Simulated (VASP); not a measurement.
A run of VASP 6.6.1 is set up as follows.

File INCAR:

```
PREC = Accurate ; ENCUT = 520
EDIFF = 1E-8 ; ISMEAR = -1
SIGMA = 0.05 ; LREAL = F
LASPH = T ; NELM = 150
ALGO = Normal ; ISIF = 2
LWAVE = F ; LCHARG = F
ISPIN = 2 ; MAGMOM = 4 0
LORBIT = 11 ; LMAXMIX = 4
GGA = PS ; IBRION = 8
NSW = 1
```

Contents of KPOINTS:

```
Automatic mesh
0
Gamma
  10 10 10
```

The input POSCAR:

```
MnO
1.0
    0.0000000000      2.2239077028      2.2239077028
    2.2239077028      0.0000000000      2.2239077028
    2.2239077028      2.2239077028      0.0000000000
Mn O
1 1
Direct
    0.0000000000      0.0000000000      0.0000000000
    0.5000000000      0.5000000000      0.5000000000
```

Potentials or basis: VASP PAW PBE potentials, release 64 (Mn_pv, O).

Command:

```bash
$ cat potpaw_PBE.64/Mn_pv/POTCAR potpaw_PBE.64/O/POTCAR > POTCAR
$ mpirun -np 1 vasp_std > vasp.out
```

(1) Predict the highest phonon frequency at Γ, LO-TO splitting left out.

(2) Predict the net moment.

(3) Estimate the site moments.

## Answers

(1) 268 cm⁻¹.

(2) 4.77 μB per cell.

(3) Mn +4.32; O +0.20 μB.

Caveat: the cell wasn't relaxed at this level first, which shifts response properties; a cell with one magnetic atom can't hold antiferromagnetic order, which such compounds often take.
